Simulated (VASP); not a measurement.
**Ni: single point with PBE**

The system is Ni.

```
Ni
1.0
     0.00000    1.75931    1.75931
     1.75931    0.00000    1.75931
     1.75931    1.75931    0.00000
Ni
1
Cartesian
  0.0000 0.0000 0.0000
```

- Program: VASP 6.6.1
- Task: single point
- Functional: PBE
- Potentials or basis: VASP PAW PBE potentials, release 64 (Ni)
- Cutoff: 600 eV
- k mesh: 21 × 21 × 21
- Occupations: fermi-dirac, width 0.05 eV
- Spin: collinear spin, ferromagnetic start
- Starting moments: [1.0] μB

```
Pressure                                              : -0.3 GPa
Net moment                                            : 0.61 μB per cell
Site moments                                          : Ni +0.62 μB
Valence electrons inside the program's atomic spheres : Ni 9.31
```

Levels at points of the mesh, in eV from the Fermi level:
Spin up:
```tsv
k point	band 2	band 3	band 4	band 5	band 6	band 7	band 8	band 9
(0.00, 0.00, 0.00)	-2.42	-2.42	-2.42	-1.24	-1.24	23.72	27.57	27.57
```
Spin down:
| k point | band 2 | band 3 | band 4 | band 5 | band 6 | band 7 | band 8 | band 9 |
| --- | --- | --- | --- | --- | --- | --- | --- | --- |
| (0.00, 0.00, 0.00) | -1.68 | -1.68 | -1.68 | -0.68 | -0.68 | 23.55 | 27.55 | 27.55 |

It took 2.6 min on 1 thread of Intel Xeon 8259CL, on a shared host, peak memory 0.2 GiB.
